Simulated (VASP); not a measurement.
Runs of VASP 6.6.1 on Si. The structure is that of space group P6/mmm (No. 191), or close to it. The cells are those of the table. This isn't the form of Si at room conditions, which is diamond.

| cell | gap on the mesh (eV) | pressure (GPa) |
| --- | --- | --- |
| a = 2.555, b = 2.555, c = 2.466 Å, angles 90.0, 90.0, 120.0°, 1 atom | none | (c) |
| a = 2.555, b = 2.555, c = 2.590 Å, angles 90.0, 90.0, 120.0°, 1 atom | none | 2.3 |
| a = 2.621, b = 2.621, c = 2.405 Å, angles 90.0, 90.0, 120.0°, 1 atom | none | 5.7 |
| a = 2.686, b = 2.686, c = 2.343 Å, angles 90.0, 90.0, 120.0°, 1 atom | none | 4.5 |
| a = 2.752, b = 2.752, c = 2.343 Å, angles 90.0, 90.0, 120.0°, 1 atom | none | (b) |
| a = 2.555, b = 2.555, c = 2.343 Å, angles 90.0, 90.0, 120.0°, 1 atom | none | 18.3 |
| a = 2.555, b = 2.555, c = 2.528 Å, angles 90.0, 90.0, 120.0°, 1 atom | none | (a) |
| a = 2.490, b = 2.490, c = 2.343 Å, angles 90.0, 90.0, 120.0°, 1 atom | none | 28.2 |
| a = 2.555, b = 2.555, c = 2.405 Å, angles 90.0, 90.0, 120.0°, 1 atom | none | 12.9 |
| a = 2.490, b = 2.490, c = 2.405 Å, angles 90.0, 90.0, 120.0°, 1 atom | none | 22.3 |

Alike in all rows: task single point; level r2SCAN; potentials or basis VASP PAW PBE potentials, release 64 (Si); no spin polarisation; k mesh 24 × 24 × 20; cutoff (eV) 520; smearing gaussian 0.15 eV.

Fill in the values left out.

(a) 5.2; (b) -0.1; (c) 8.6.

Caveats: the PAW data sets were made with another functional, which shifts forces and pressure a little; the cell stands under pressure (at least some runs); the stress differs along the axes, from 4 to 11 GPa (at least some runs); the stress differs along the axes, from -10 to 8 GPa (at least some runs); the stress differs along the axes, from 3 to 10 GPa (at least some runs); the stress differs along the axes, from -2 to 17 GPa (at least some runs); the stress differs along the axes, from -8 to 16 GPa (at least some runs).

A gap of «none» marks levels without a gap at the run's occupations.
